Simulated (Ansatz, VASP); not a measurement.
# BiTe: VASP beside Ansatz

```
Bi Te
1.0
     0.00000    3.23500    3.23500
     3.23500    0.00000    3.23500
     3.23500    3.23500    0.00000
Bi Te
1 1
Direct
  0.00000 0.00000 0.00000
  0.50000 0.50000 0.50000
```

Alike in both runs: task single point; functional PBEsol; k mesh 7 × 7 × 7; occupations gaussian, width 0.1 eV; no spin polarisation.

```csv
,VASP,Ansatz
version,VASP 6.6.1,Ansatz 0.2.0
potentials or method,"VASP PAW PBE potentials, release 64 (Bi_d, Te)",Ansatz PAW
plane-wave cutoff (eV),520,420
valence electrons in the cell,21,31
```

|  | VASP | Ansatz | Ansatz less VASP |
| --- | --- | --- | --- |
| gap on the k mesh at the Fermi level (eV) | none | none | - |
| pressure (GPa) | -1.6 | -1.5 | +0.03 |

VASP's potentials were made for PBE, not for PBEsol. A gap of «none» marks a metal or a gap that the smearing closes. VASP's potentials hold 21 valence electrons a cell and Ansatz's 31, so a difference there can come from the potentials and not from the codes.

Neither program's run includes spin-orbit coupling.
